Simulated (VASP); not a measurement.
A run of VASP 6.6.1:

Contents of INCAR:

```
ALGO     = Normal         # electronic algorithm
EDIFF    = 1E-6           # SCF threshold, eV
ENCUT    = 1340           # plane-wave cutoff, eV
GGA_COMPAT= False        
ISIF     = 2              # what is computed and relaxed
ISMEAR   = 0              # smearing method
ISPIN    = 2              # spin polarisation
LASPH    = True           # aspherical terms in the spheres
LCHARG   = False          # write CHGCAR
LDAU     = True           # DFT+U
LDAUJ    = 0 0          
LDAUL    = 2 -1           # shell
LDAUPRINT= 1            
LDAUTYPE = 2            
LDAUU    = 6 0            # U, eV
LMAXMIX  = 4              # l up to which the mixer works
LORBIT   = 11             # projections on sites
LREAL    = False          # projectors in reciprocal space
LWAVE    = False          # write WAVECAR
MAGMOM   = 4.47 -0.02     # initial moments
NBANDS   = 22             # bands
NELM     = 200            # most SCF steps
NUPDOWN  = 4.5            # fixed moment
PREC     = Accurate       # precision mode
SIGMA    = 0.05           # smearing width, eV
```

The input KPOINTS:

```
k-points
0
Gamma
  7 7 7
```

POSCAR

```
MnO
1.0
    0.0000000000      2.2220003300      2.2220003300
    2.2220003300      0.0000000000      2.2220003300
    2.2220003300      2.2220003300      0.0000000000
Mn O
1 1
Direct
    0.0000000000      0.0000000000      0.0000000000
    0.5000000000      0.5000000000      0.5000000000
```

Potentials or basis: VASP PAW LDA potentials, release 64 (Mn_sv, O_h).

Command:

```console
$ cat potpaw_LDA.64/Mn_sv/POTCAR potpaw_LDA.64/O_h/POTCAR > POTCAR
$ mpirun -np 1 vasp_std > vasp.out
```

Hardware: 1 thread of Intel(R) Xeon(R) Platinum 8488C (Sapphire Rapids), on a shared host.

**Question.** Estimate the wall time of this run.

**Answer.** Wall time 65 s on 1 thread of Intel(R) Xeon(R) Platinum 8488C (Sapphire Rapids), with other jobs on the host, peak memory 0.24 GiB. Counts: scf iterations 14, k points 20.
